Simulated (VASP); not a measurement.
A run of VASP 6.6.1:

INCAR

```
SYSTEM = H4C
  ALGO = Normal
  EDIFF = 1E-6
  ENCUT = 520
  GGA = PE
  GGA_COMPAT = .FALSE.
  ISIF = 2
  ISMEAR = -1
  IVDW = 12
  LASPH = .TRUE.
  LCHARG = .FALSE.
  LREAL = Auto
  LWAVE = .FALSE.
  NBANDS = 58
  NELM = 120
  PREC = Accurate
  SIGMA = 0.02
```

The input KPOINTS:

```
k-points
0
G
  1 1 1
  0 0 0
```

File POSCAR:

```
H4C
1.0
    8.0489670000      0.0712570000      0.0287560000
    0.0712570000      7.9537210000     -0.0581190000
    0.0287560000     -0.0581190000      8.0745070000
C H
8 32
Direct
    0.0029752257      0.4850871141      0.1421148341
    0.0446561399     -0.1395357776      0.7235743542
    0.7864444773      0.4851411414      0.6386372469
    0.1461840674      0.0123511305      0.1248143281
    0.7038655229      0.1277263597      0.3932479062
    0.4107751187      0.7148368010      0.4745965730
    0.2351272954      0.3916711567      0.4610810561
    0.5857772827      0.9009010016      0.9077228930
   -0.0602254267      0.4594924905      0.2681324180
    0.1308414568      0.5285173705      0.1669519172
   -0.0887269506      0.5743905233      0.0949698149
    0.0139092719      0.3782924443      0.0761143688
   -0.0464687035     -0.2336423501      0.6841603078
   -0.0036259602     -0.0058832289      0.7234822313
    0.1710810969     -0.1516428276      0.6704517146
    0.0465582061     -0.1787613174      0.8482588155
    0.8955655270      0.4086876211      0.6607585619
    0.6856507051      0.3810973307      0.6108029164
    0.8026223120      0.6040833325      0.5833332626
    0.7590449186      0.5148474631      0.7715264008
    0.0219894622      0.0688984205      0.1146908385
    0.2357332207      0.1039485448      0.1767987372
    0.2074918194     -0.0248963689      0.0131879771
    0.1309671966     -0.0847185049      0.2186028388
    0.7138187857      0.0668686839      0.2584256560
    0.8130359696      0.2162854795      0.3821274331
    0.7617770127      0.0317033765      0.4876504422
    0.5861246354      0.1739842717      0.4591930123
    0.2976490485      0.7934226635      0.4623630564
    0.4165792195      0.6679543768      0.6006114910
    0.5216514761      0.7554597491      0.4316555742
    0.3617788872      0.6116386433      0.3988781622
    0.1305331494      0.3135835706      0.4311435425
    0.1846789591      0.4997517449      0.5221290221
    0.3009351898      0.3977311622      0.3352851196
    0.3099381189      0.3211595846      0.5471359296
    0.4987313964      1.0137243649      0.8795552628
    0.5112142041      0.8170192841      0.9888509439
    0.6920432109      0.9412293802      0.9771126480
    0.6512394206      0.8515643277      0.7899386336
```

Potentials or basis: VASP PAW PBE potentials, release 64 (C, H).

Launch:

```console
$ cat potpaw_PBE.64/C/POTCAR potpaw_PBE.64/H/POTCAR > POTCAR
$ mpirun -np 1 vasp_gam > vasp.out
```

Hardware: 1 thread of AMD EPYC 7R43 64-Core Processor (Zen 3) (shared host).

Question: Estimate the wall time of this run.

Answer: Run time: 82 s on 1 thread of AMD EPYC 7R43 64-Core Processor (Zen 3), on a shared host, peak memory 0.41 GiB. Counts: scf iterations 18, k points 1.
